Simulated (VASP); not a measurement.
# Li2HfN2 (C2) in VASP: further runs

The runs below take Li2HfN2 through single point, with LDA.

All numbers are computed with VASP 6.6.1; they aren't measurements. Logs are shortened: lines on timing, memory, paths and dates and some standing lists are left out, and cuts for length are marked.

## (1) The cell of the first run

It takes space group C2 (No. 5, monoclinic). Conventional cell: a = 5.607 Å, b = 3.237 Å, c = 5.424 Å, α = 90.00°, β = 90.00°, γ = 90.00°. Li (site symmetry 1) has 4 N at 2.07 to 2.15 Å and 3 Li at 2.26 Å and 1 Hf at 2.49 Å within 2.7 Å. Hf (site symmetry 2) has 4 N at 1.83 to 2.30 Å within 2.4 Å. Within 2.4 Å of N (site symmetry 1) lie 2 Hf at 1.83 to 2.30 Å and 4 Li at 2.07 to 2.15 Å.

## (2) Single point, LDA (atom 3 (Hf) moved by (-0.600, +0.000) A along x and z)

INCAR

```
ALGO     = Normal         # electronic algorithm
EDIFF    = 1E-7           # SCF threshold, eV
ENCUT    = 520            # plane-wave cutoff, eV
GGA      = CA             # functional
ISIF     = 2              # what is computed and relaxed
ISMEAR   = 0              # smearing method
LASPH    = T              # aspherical terms in the spheres
LCHARG   = F              # write CHGCAR
LREAL    = F              # projectors in reciprocal space
LWAVE    = F              # write WAVECAR
NBANDS   = 21             # bands
NELM     = 80             # most SCF steps
PREC     = Accurate       # precision mode
SIGMA    = 0.05           # smearing width, eV
```

KPOINTS

```
k-points
0
Gamma
  9 9 6
```

POSCAR

```
Li2HfN2
1.0
    3.2371209533      0.0000000000      0.0000000000
   -1.6185604767      2.8034289807      0.0000000000
    0.0000000000      0.0000000000      5.4235951800
Li Hf N
2 1 2
Direct
    0.6666666667      0.3333333333      0.3827885700
    0.3333333333      0.6666666667      0.6172114300
   -0.1853498861      0.0000000000      0.0000000000
    0.6666666667      0.3333333333      0.7793848600
    0.3333333333      0.6666666667      0.2206151400
```

Potentials or basis: VASP PAW LDA potentials, release 64 (Li_sv, Hf_pv, N).

On the command line:

```bash
$ cat potpaw_LDA.64/Li_sv/POTCAR potpaw_LDA.64/Hf_pv/POTCAR potpaw_LDA.64/N/POTCAR > POTCAR
$ mpirun -np 1 vasp_std > vasp.out
```

OUTCAR:

```text
EDIFF = 1E-7
   ENCUT = 520
   GGA = CA
   ISIF = 2
   ISMEAR = 0
   LASPH = T
   LREAL = F
   NELM = 80
   PREC = Accurate

 ion  position               nearest neighbor table
   1  0.667  0.333  0.383-   5 2.07   5 2.07   5 2.07   4 2.15   2 2.26   2 2.26   2 2.26   3 2.49
                             3 2.86   3 3.18
   2  0.333  0.667  0.617-   4 2.07   4 2.07   4 2.07   5 2.15   1 2.26   1 2.26   1 2.26   3 2.49
                             3 2.86   3 3.18
   3  0.815  0.000  0.000-   4 1.83   5 1.83   5 2.30   4 2.30   1 2.49   2 2.49   5 2.69   4 2.69
                             2 2.86   1 2.86   2 3.18   1 3.18
   4  0.667  0.333  0.779-   3 1.83   2 2.07   2 2.07   2 2.07   1 2.15   3 2.30   3 2.69
   5  0.333  0.667  0.221-   3 1.83   1 2.07   1 2.07   1 2.07   2 2.15   3 2.30   3 2.69

  LATTYP: Found a hexagonal cell.
 ALAT       =     3.2371209533
 C/A-ratio  =     1.6754379148

  Lattice vectors:

 A1 = (   3.2371209533,   0.0000000000,   0.0000000000)
 A2 = (  -1.6185604767,   2.8034289807,   0.0000000000)
 A3 = (   0.0000000000,   0.0000000000,   5.4235951800)

Analysis of symmetry for initial positions (statically):
=====================================================================
 Subroutine PRICEL returns:
 Original cell was already a primitive cell.

 Routine SETGRP: Setting up the symmetry group for a
 hexagonal supercell.

 Subroutine GETGRP returns: Found  2 space group operations
 (whereof  2 operations were pure point group operations)
 out of a pool of 24 trial point group operations.

The static configuration has the point symmetry C_2 .

Analysis of symmetry for dynamics (positions and initial velocities):
=====================================================================
 Subroutine PRICEL returns:
 Original cell was already a primitive cell.

 Routine SETGRP: Setting up the symmetry group for a
 hexagonal supercell.

 Subroutine GETGRP returns: Found  2 space group operations
 (whereof  2 operations were pure point group operations)
 out of a pool of 24 trial point group operations.

The dynamic configuration has the point symmetry C_2 .

 Subroutine INISYM returns: Found  2 space group operations
 (whereof  2 operations are pure point group operations),
 and found     1 'primitive' translations

----------------------------------------------------------------------------------------

                                     Primitive cell

  volume of cell :      49.2193

  direct lattice vectors                    reciprocal lattice vectors
     3.237120953  0.000000000  0.000000000     0.308916477  0.178353011  0.000000000
    -1.618560477  2.803428981  0.000000000     0.000000000  0.356706022  0.000000000
     0.000000000  0.000000000  5.423595180     0.000000000  0.000000000  0.184379543

  length of vectors
     3.237120953  3.237120953  5.423595180     0.356706022  0.356706022  0.184379543

  position of ions in fractional coordinates (direct lattice)
     0.666666667  0.333333333  0.382788570
     0.333333333  0.666666667  0.617211430
     0.814650114  0.000000000  0.000000000
     0.666666667  0.333333333  0.779384860
     0.333333333  0.666666667  0.220615140

  ion indices of the primitive-cell ions
   primitive index   ion index
                 1           1
                 2           2
                 3           3
                 4           4
                 5           5

----------------------------------------------------------------------------------------

 KPOINTS: k-points

Automatic generation of k-mesh.
 Grid dimensions read from file:
 generate k-points for:    9    9    6

 Generating k-lattice:

  Cartesian coordinates                     Fractional coordinates (reciprocal lattice)
     0.034324053  0.019817001  0.000000000     0.111111111  0.000000000  0.000000000
     0.000000000  0.039634002  0.000000000     0.000000000  0.111111111  0.000000000
     0.000000000  0.000000000  0.030729924     0.000000000  0.000000000  0.166666667

  Length of vectors
     0.039634002  0.039634002  0.030729924

  Shift w.r.t. Gamma in fractional coordinates (k-lattice)
     0.000000000  0.000000000  0.000000000

 Subroutine IBZKPT returns following result:
 ===========================================

 Found    140 irreducible k-points:

 Following reciprocal coordinates:
            Coordinates               Weight
  0.000000  0.000000  0.000000      1.000000
  0.111111  0.000000  0.000000      4.000000
  0.000000  0.111111  0.000000      2.000000
  0.222222 -0.000000  0.000000      4.000000
  0.000000  0.222222  0.000000      2.000000
  0.333333  0.000000  0.000000      4.000000
[... 16 lines left out ...]
 -0.222222 -0.444444  0.000000      4.000000
  0.444444  0.333333  0.000000      4.000000
 [... further k-points ...]
   k-points           NKPTS =    140   k-points in BZ     NKDIM =    140   number of bands    NBANDS=     21
   number of dos      NEDOS =    301   number of ions     NIONS =      5
   total plane-waves  NPLWV =  23040
   dimension x,y,z NGX =    24 NGY =   24 NGZ =   40
   dimension x,y,z NGXF=    48 NGYF=   48 NGZF=   80
   ions per type =               2   1   2
   NGX,Y,Z   is equivalent  to a cutoff of  12.33, 12.33, 12.26 a.u.
   NGXF,Y,Z  is equivalent  to a cutoff of  24.65, 24.65, 24.52 a.u.
 SYSTEM =  unknown system
   PREC   = accura    normal or accurate (medium, high low for compatibility)
   ISTART =      0    job   : 0-new  1-cont  2-samecut
   ICHARG =      2    charge: 1-file 2-atom 10-const
   ISPIN  =      1    spin polarized calculation?
   LNONCOLLINEAR =      F non collinear calculations
   LSORBIT =      F    spin-orbit coupling
   LASPH  =      T    aspherical Exc in radial PAW
   ENCUT  =  520.0 eV  38.22 Ry    6.18 a.u.   6.02  6.02 10.08*2*pi/ulx,y,z
   NELM   =     80;   NELMIN=  2; NELMDL= -5     # of ELM steps
   EDIFF  = 0.1E-06   stopping-criterion for ELM
   LREAL  =      F    real-space projection
   EDIFFG = 0.1E-05   stopping-criterion for IOM
   NSW    =      0    number of steps for IOM
   IBRION =     -1    ionic relax: 0-MD 1-quasi-New 2-CG
   NFREE  =      0    steps in history (QN), initial steepest desc. (CG)
   ISIF   =      2    stress and relaxation
   ISYM   =      2    0-nonsym 1-usesym 2-fastsym
   POTIM  = 0.5000    time-step for ionic-motion
   TEBEG  =    0.0;   TEEND  =   0.0 temperature during run
   PSTRESS=    0.0 pullay stress
   NELECT =      26.0000    total number of electrons
   NUPDOWN=      -1.0000    fix difference up-down
   EMIN   =  10.00;   EMAX   =-10.00  energy-range for DOS
   EFERMI =   0.00;   METHOD = LEGACY
   ISMEAR =     0;   SIGMA  =   0.05  broadening in eV -4-tet -1-fermi 0-gaus
   EFERMI_NEDOS =   21; number of points for ismear=-14 and -15
   IALGO  =     38    algorithm
   IMIX   =      4    mixing-type and parameters
     AMIX     =   0.40;   BMIX     =  1.00
     AMIX_MAG =   1.60;   BMIX_MAG =  1.00
  volume/ion in A,a.u.               =       9.84        66.43
  Fermi-wavevector in a.u.,A,eV,Ry     =   1.323389  2.500842 23.828661  1.751357
  Thomas-Fermi vector in A             =   2.453000
   LORBIT       =      0    0 simple, 1 ext, 2 COOP (PROOUT), +10 PAW based schemes
   GGA     = CA    functional components
   LHFCALC =     F    Hartree Fock is set to
   AEXX    =    0.0000 exact exchange contribution
   IVDW    =     0    specifies the selected vdW correction
   LEPSILON=     F    determine dielectric tensor
   LRPA    =     F    only Hartree local field effects (RPA)
 non-spin polarized calculation
 Gauss-broadening in eV      SIGMA  =   0.05
  energy-cutoff  :      520.00
  volume of cell :       49.22
 maximum number of plane-waves:      1350
   NGX = 13   NGY = 13   NGZ = 21

 number of electron      26.0000007 magnetization

 Free energy of the ion-electron system (eV)
  ---------------------------------------------------
  ext. energy  EPLUGINS =         0.00000000
  ---------------------------------------------------
  free energy    TOTEN  =       -38.02981794 eV

  energy without entropy =      -38.02981794  energy(sigma->0) =      -38.02981794

 E-fermi :   4.0220     XC(G=0): -11.3506

 val. band max:        3.6756778425   @ k =   0.0000   0.1111   0.0000
 cond. band min:       7.0074887386   @ k =   0.1111   0.1111   0.5000
 fundamental gap:      3.3318108961
 Fermi energy:         4.0220477876

 k-point     1 :       0.0000    0.0000    0.0000
  band No.  band energies     occupation
      1     -39.5089      2.00000
      2     -39.2978      2.00000
      3     -25.0929      2.00000
      4     -24.5711      2.00000
      5     -24.4606      2.00000
      6      -9.5051      2.00000
[... 13 lines left out ...]
     20      12.9402      0.00000
     21      13.9487      0.00000

 k-point     2 :       0.1111    0.0000    0.0000
  band No.  band energies     occupation
      1     -39.5021      2.00000
      2     -39.3023      2.00000
      3     -25.0803      2.00000
      4     -24.6419      2.00000
      5     -24.4882      2.00000
      6      -9.3363      2.00000
[... 13 lines left out ...]
     20      13.2952      0.00000
     21      14.3515      0.00000

 k-point     3 :       0.0000    0.1111    0.0000
  band No.  band energies     occupation
      1     -39.5021      2.00000
      2     -39.3022      2.00000
      3     -25.0844      2.00000
      4     -24.5975      2.00000
      5     -24.5356      2.00000
      6      -9.3240      2.00000
[... 13 lines left out ...]
     20      13.0285      0.00000
     21      14.6829      0.00000

 k-point     4 :       0.2222   -0.0000    0.0000
  band No.  band energies     occupation
      1     -39.4830      2.00000
      2     -39.3151      2.00000
      3     -25.0546      2.00000
      4     -24.8289      2.00000
      5     -24.5372      2.00000
      6      -8.9106      2.00000
[... 13 lines left out ...]
     20      13.9391      0.00000
     21      14.8715      0.00000

 k-point     5 :       0.0000    0.2222    0.0000
  band No.  band energies     occupation
      1     -39.4830      2.00000
      2     -39.3151      2.00000
      3     -25.0833      2.00000
      4     -24.7309      2.00000
      5     -24.6304      2.00000
      6      -8.8874      2.00000
[... 13 lines left out ...]
     20      13.5211      0.00000
     21      15.0181      0.00000

 k-point     6 :       0.3333    0.0000    0.0000
  band No.  band energies     occupation
      1     -39.4565      2.00000
      2     -39.3347      2.00000
      3     -25.1040      2.00000
      4     -24.9616      2.00000
      5     -24.5829      2.00000
      6      -8.4378      2.00000
[... 13 lines left out ...]
     20      14.1720      0.00000
     21      14.9038      0.00000

 k-point     7 :       0.0000    0.3333    0.0000
  band No.  band energies     occupation
      1     -39.4564      2.00000
      2     -39.3347      2.00000
      3     -25.1676      2.00000
      4     -24.8290      2.00000
      5     -24.6932      2.00000
      6      -8.5133      2.00000
[... 13 lines left out ...]
     20      14.2086      0.00000
     21      14.4774      0.00000
[... 291 lines left out ...]
      1     -39.4414      2.00000
      2     -39.3467      2.00000
      3     -25.1501      2.00000
      4     -24.9064      2.00000
      5     -24.7218      2.00000
      6      -8.2352      2.00000
[... 13 lines left out ...]
     20      14.2794      0.00000
     21      14.5541      0.00000

 k-point    21 :      -0.4444    0.2222    0.0000
  band No.  band energies     occupation
      1     -39.4414      2.00000
      2     -39.3467      2.00000
      3     -25.0727      2.00000
      4     -25.0136      2.00000
      5     -24.6632      2.00000
      6      -8.2410      2.00000
[... 13 lines left out ...]
     20      14.1021      0.00000
     21      14.9286      0.00000

 k-point    22 :       0.3333    0.2222    0.0000
  band No.  band energies     occupation
      1     -39.4163      2.00000
      2     -39.3683      2.00000
      3     -25.1650      2.00000
      4     -24.9769      2.00000
      5     -24.7402      2.00000
      6      -8.0321      2.00000
[... 13 lines left out ...]
     20      14.3625      0.00000
     21      14.6373      0.00000

 k-point    23 :      -0.2222   -0.4444    0.0000
  band No.  band energies     occupation
      1     -39.4163      2.00000
      2     -39.3683      2.00000
      3     -25.1969      2.00000
      4     -24.9066      2.00000
      5     -24.7961      2.00000
      6      -8.1944      2.00000
[... 13 lines left out ...]
     20      14.2439      0.00000
     21      14.4993      0.00000

 k-point    24 :       0.4444    0.3333    0.0000
  band No.  band energies     occupation
      1     -39.4164      2.00000
      2     -39.3683      2.00000
      3     -25.1351      2.00000
      4     -25.0136      2.00000
      5     -24.7224      2.00000
      6      -8.0487      2.00000
[... 13 lines left out ...]
     20      14.1539      0.00000
     21      14.9718      0.00000

 [... further k-points ...]

------------------------ aborting loop because EDIFF is reached ----------------------------------------

  FORCE on cell =-STRESS in cart. coord.  units (eV):
  Direction    XX          YY          ZZ          XY          YZ          ZX
  --------------------------------------------------------------------------------------
  -------------------------------------------------------------------------------------
  Total        6.2172277      2.4554869      7.9894583     -0.0000000     -5.7961699      0.0000000
  in kB      202.3818697     79.9304874    260.0711407     -0.0000000   -188.6756850      0.0000000
  external PRESSURE =     180.7944993 kB  Pullay stress =       0.0000000 kB

 VOLUME and BASIS-vectors are now :
 -----------------------------------------------------------------------------
  energy-cutoff  :      520.00
  volume of cell :       49.22
      direct lattice vectors                 reciprocal lattice vectors
     3.237120953  0.000000000  0.000000000     0.308916477  0.178353011  0.000000000
    -1.618560477  2.803428981  0.000000000     0.000000000  0.356706022  0.000000000
     0.000000000  0.000000000  5.423595180     0.000000000  0.000000000  0.184379543

 POSITION                                       TOTAL-FORCE (eV/Angst)
 -----------------------------------------------------------------------------------
      1.61856      0.93448      2.07609        -0.488029      0.294721      0.335251
     -0.00000      1.86895      3.34750        -0.488029     -0.294721     -0.335251
      2.63712      0.00000      0.00000         8.783235      0.000000      0.000000
      1.61856      0.93448      4.22707        -3.903589      2.773469     -3.415559
     -0.00000      1.86895      1.19653        -3.903589     -2.773469      3.415559
 -----------------------------------------------------------------------------------
    total drift:                                0.000104     -0.000001      0.000000

  FREE ENERGIE OF THE ION-ELECTRON SYSTEM (eV)
  ---------------------------------------------------
  free  energy   TOTEN  =       -38.0298179442 eV

  energy  without entropy=      -38.0298179442  energy(sigma->0) =      -38.02981794
```

It took 41 s on 1 thread of Intel Xeon 6975P-C (Granite Rapids), shared host; peak memory 0.25 GiB.

What came out:

| Quantity | Value |
| --- | --- |
| Free energy | -38.0298 eV |
| Largest force | 8.783 eV/Å |
| Band gap on the k mesh | 3.33 eV, indirect (least direct gap 3.53 eV) |

Forces in eV/Å, atoms in the order of the input:
```
Li  -0.488  0.295  0.335
Li  -0.488 -0.295 -0.335
Hf   8.783  0.000  0.000
N   -3.904  2.773 -3.416
N   -3.904 -2.773  3.416
```

Levels at points of the mesh, in eV from the valence-band top:
```
           k point  band 11  band 12  band 13  band 14  band 15  band 16
(0.00, 0.00, 0.00)    -1.15    -0.91    -0.12     4.12     4.64     5.50
(0.00, 0.00, 0.50)    -1.16    -1.07    -0.27     4.02     4.84     5.17
```

Caveat: the cell differs from its parent crystal (atom 3 (Hf) moved by (-0.600, +0.000) A along x and z); the cutoff is under 1.25 times the usual one of these potentials, so pressure, stress and relaxed cells hold a basis-set (Pulay) error; spin-orbit coupling is left out, which moves the levels of the heavy elements; forces of over 1 eV/Å act on the atoms, so gaps and moduli don't describe the material at rest. A k mesh can miss the band edges.

## (3) Single point, LDA (atom 3 (Hf) moved by (-0.300, +0.000) A along x and z)

INCAR

```
SYSTEM = Li2HfN2
PREC     = Accurate       ! precision mode
ENCUT    = 520            ! plane-wave cutoff, eV
EDIFF    = 1E-7           ! SCF threshold, eV
ISMEAR   = 0              ! smearing method
SIGMA    = 0.05           ! smearing width, eV
LREAL    = .FALSE.        ! projectors in reciprocal space
LASPH    = .TRUE.         ! aspherical terms in the spheres
NELM     = 80             ! most SCF steps
ALGO     = Normal         ! electronic algorithm
ISIF     = 2              ! what is computed and relaxed
LWAVE    = .FALSE.        ! write WAVECAR
LCHARG   = .FALSE.        ! write CHGCAR
NBANDS   = 21             ! bands
```

KPOINTS

```
Automatic mesh
0
G
  9 9 6
  0 0 0
```

POSCAR, as its differences from that of step 2:

```diff
@@ -10,3 +10,3 @@
     0.3333333333      0.6666666667      0.6172114300
-   -0.1853498861      0.0000000000      0.0000000000
+   -0.0926749431      0.0000000000      0.0000000000
     0.6666666667      0.3333333333      0.7793848600
```

Potentials or basis: VASP PAW LDA potentials, release 64 (Li_sv, Hf_pv, N).

On the command line:

```bash
$ cat potpaw_LDA.64/Li_sv/POTCAR potpaw_LDA.64/Hf_pv/POTCAR potpaw_LDA.64/N/POTCAR > POTCAR
$ mpirun -np 1 vasp_std > vasp.out
```

Wall time 39 s (1 thread of Intel Xeon 6975P-C (Granite Rapids), shared host); peak memory 0.25 GiB.

The run converged. Its results:

```
Free energy            : -39.6037 eV
Largest force          : 2.388 eV/Å
Band gap on the k mesh : 2.65 eV, indirect (least direct gap 3.15 eV)
```

Forces on the atoms (eV/Å):
```
Li  -0.241  0.089  0.035
Li  -0.241 -0.089 -0.035
Hf   2.388  0.000  0.000
N   -0.953  0.550 -0.589
N   -0.953 -0.550  0.589
```

Levels at points of the mesh, in eV from the valence-band top:
| k point | band 9 | band 10 | band 11 | band 12 | band 13 | band 14 | band 15 | band 16 | band 17 | band 18 |
| --- | --- | --- | --- | --- | --- | --- | --- | --- | --- | --- |
| (0.00, 0.00, 0.00) | -2.42 | -2.41 | -0.35 | -0.31 | -0.13 | 4.13 | 4.58 | 4.58 | 5.06 | 6.86 |
| (0.00, 0.00, 0.50) | -2.73 | -2.32 | -1.32 | -0.43 | -0.42 | 4.13 | 4.30 | 4.91 | 6.40 | 7.13 |

Caveat: the cell differs from its parent crystal (atom 3 (Hf) moved by (-0.300, +0.000) A along x and z); the cutoff is under 1.25 times the usual one of these potentials, so pressure, stress and relaxed cells hold a basis-set (Pulay) error; spin-orbit coupling is left out, which moves the levels of the heavy elements; forces of over 1 eV/Å act on the atoms, so gaps and moduli don't describe the material at rest.
